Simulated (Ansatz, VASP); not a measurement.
**One calculation of Be4ZnTe, two programs**

```
Be Zn Te
1.0
     6.05547    0.00000    0.00000
     0.00000    2.82646    2.87745
     0.00000   -2.82646    2.87745
Be Zn Te
4 1 1
Direct
  0.16990 0.98277 0.98277
  0.83010 0.98277 0.98277
  0.16983 0.60042 0.60042
  0.83017 0.60042 0.60042
  0.50000 0.79162 0.79162
  0.50000 0.29165 0.29165
```

Alike in both runs: functional PBE; k mesh 3 × 4 × 4; occupations gaussian, width 0.2 eV; no spin polarisation.

Ansatz relaxed the structure, and its values are those at the end. VASP's run is a single point on that final structure, the one shown.

|  | VASP | Ansatz |
| --- | --- | --- |
| version | VASP 6.6.1 | Ansatz 0.2.0 |
| potentials or method | VASP PAW PBE potentials, release 64 (Be, Zn, Te), cutoff 600 eV | scalar-relativistic, plane waves, PAW |
| valence electrons in the cell | 26 | 36 |

Ansatz gave:

```
gap on the k mesh at the Fermi level (eV) : none
pressure (GPa)                            : 0.0
rms of the force components (eV/Å)        : 0.005
```

Problem. Which values does VASP return?

Solution. gap on the k mesh at the Fermi level (eV): none; pressure (GPa): 0.1; rms of the force components (eV/Å): 0.008.

A gap of «none» marks a metal or a gap that the smearing closes. VASP's potentials hold 26 valence electrons a cell and Ansatz's 36, so a difference there can come from the potentials and not from the codes.

The k mesh is coarse, so the values compare programs but aren't converged. Spin-orbit coupling is off throughout.
